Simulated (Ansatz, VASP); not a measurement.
**Rh in VASP and in Ansatz**

Contents of INCAR:

```
PREC = Accurate
ENCUT = 600
EDIFF = 1E-6
ISMEAR = -1
SIGMA = 0.05
LREAL = False
LASPH = True
NELM = 100
ALGO = Normal
ISIF = 3
LWAVE = False
LCHARG = False
GGA = RE
IBRION = 2
NSW = 60
EDIFFG = -0.01
```

Contents of KPOINTS:

```
Automatic mesh
0
Gamma
  12 12 12
```

File POSCAR:

```
Rh
1.0
    0.0000000000      1.8978500000      1.8978500000
    1.8978500000      0.0000000000      1.8978500000
    1.8978500000      1.8978500000      0.0000000000
Rh
1
Direct
    0.0000000000      0.0000000000      0.0000000000
```

input.yaml

```yaml
crystal:
  lattice:
    - [0.0, 1.89785, 1.89785]
    - [1.89785, 0.0, 1.89785]
    - [1.89785, 1.89785, 0.0]
  atoms:
    - { symbol: Rh, position: [0.0, 0.0, 0.0] }
hamiltonian:
  xc: revpbe
  pseudopotentials: { kind: paw }
kpoints:
  mp_grid: { grid: [12, 12, 12] }
scf:
  occupations: { method: fermi_dirac, width: 0.05 }
output:
  forces: true
  stress: true
relax:
  f_tol: 0.01
  max_steps: 40
  cell: { stress_tol: 0.05 }
```

Alike in both runs: task relaxation of cell and atoms; functional revPBE; k mesh 12 × 12 × 12; occupations fermi-dirac, width 0.05 eV; no spin polarisation.

|  | VASP | Ansatz |
| --- | --- | --- |
| version | VASP 6.6.1 | Ansatz 0.2.0 |
| potentials or method | VASP PAW PBE potentials, release 64 (Rh_pv) | Ansatz PAW |
| plane-wave cutoff (eV) | 600 | 420 |
| valence electrons in the cell | 15 | 17 |

|  | VASP | Ansatz | Ansatz less VASP |
| --- | --- | --- | --- |
| relaxed volume (Å³/atom) | 14.22 | 14.22 | 0.000 |
| relaxed cell length with the largest relative difference (Å) | 2.719 | 2.719 | 0.0000 |

VASP's potentials were made for PBE, not for revPBE. VASP's potentials hold 15 valence electrons a cell and Ansatz's 17, so a difference there can come from the potentials and not from the codes.

Noted on Ansatz's run: the plane-wave basis is chosen anew once the cell has moved, so the energies of steps on either side of that aren't comparable.
